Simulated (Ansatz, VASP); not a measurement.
## Sb in VASP and in Ansatz

POSCAR

```
Sb
1.0
   -1.8713408863      1.8713408863      1.8713408863
    1.8713408863     -1.8713408863      1.8713408863
    1.8713408863      1.8713408863     -1.8713408863
Sb
1
Direct
    0.0000000000      0.0000000000      0.0000000000
```

File INCAR.step1:

```
ALGO = Normal ; EDIFF = 1E-5
ENCUT = 520 ; GGA = PE
ISIF = 2 ; ISMEAR = -1
LASPH = True ; LCHARG = False
LREAL = False ; LWAVE = True
NBANDS = 8 ; NELM = 60
PREC = Accurate ; SIGMA = 0.05
```

Contents of INCAR.step2:

```
AEXX = 0.25 ; ALGO = Normal
EDIFF = 1E-6 ; ENCUT = 520
GGA = PE ; HFSCREEN = 0.2
ISIF = 2 ; ISMEAR = -1
ISTART = 1 ; LASPH = True
LCHARG = False ; LHFCALC = True
LREAL = False ; LWAVE = False
NBANDS = 8 ; NELM = 60
PREC = Accurate ; PRECFOCK = Normal
SIGMA = 0.05
```

Contents of KPOINTS:

```
k-points
0
Gamma
  5 5 5
```

File input.yaml:

```yaml
crystal:
  lattice:
    - [-1.8713408863, 1.8713408863, 1.8713408863]
    - [1.8713408863, -1.8713408863, 1.8713408863]
    - [1.8713408863, 1.8713408863, -1.8713408863]
  atoms:
    - { symbol: Sb, position: [0.0, 0.0, 0.0] }
hamiltonian:
  xc: { exchange: pbe, correlation: pbe, exx: { coeff: 0.25, omega: 0.2 } }
  pseudopotentials: { kind: paw }
kpoints:
  mp_grid: { grid: [5, 5, 5] }
scf:
  occupations: { method: fermi_dirac, width: 0.05 }
output:
  forces: true
  stress: true
  eigenvalues: true
```

Alike in both runs: task single point; functional PBE-based screened hybrid with a share of 0.25 of exact exchange and HFSCREEN = 0.2; k mesh 5 × 5 × 5; occupations fermi-dirac, width 0.05 eV; no spin polarisation.

|  | VASP | Ansatz |
| --- | --- | --- |
| version | VASP 6.6.1 | Ansatz 0.2.0 |
| potentials or method | VASP PAW PBE potentials, release 64 (Sb) | Ansatz PAW |
| plane-wave cutoff (eV) | 520 | 420 |
| valence electrons in the cell | 5 | 15 |

Ansatz gave:

| Item | Value |
| --- | --- |
| gap on the k mesh at the Fermi level (eV) | none |
| pressure (GPa) | -0.9 |

Problem. Which values does VASP return?

Solution. gap on the k mesh at the Fermi level (eV): none; pressure (GPa): -2.0.

VASP's potentials were made for PBE, not for PBE-based screened hybrid. A gap of «none» marks a metal or a gap that the smearing closes. VASP's potentials hold 5 valence electrons a cell and Ansatz's 15, so a difference there can come from the potentials and not from the codes.

The k mesh is coarse, so the values compare programs but aren't converged. Spin-orbit coupling is off throughout.
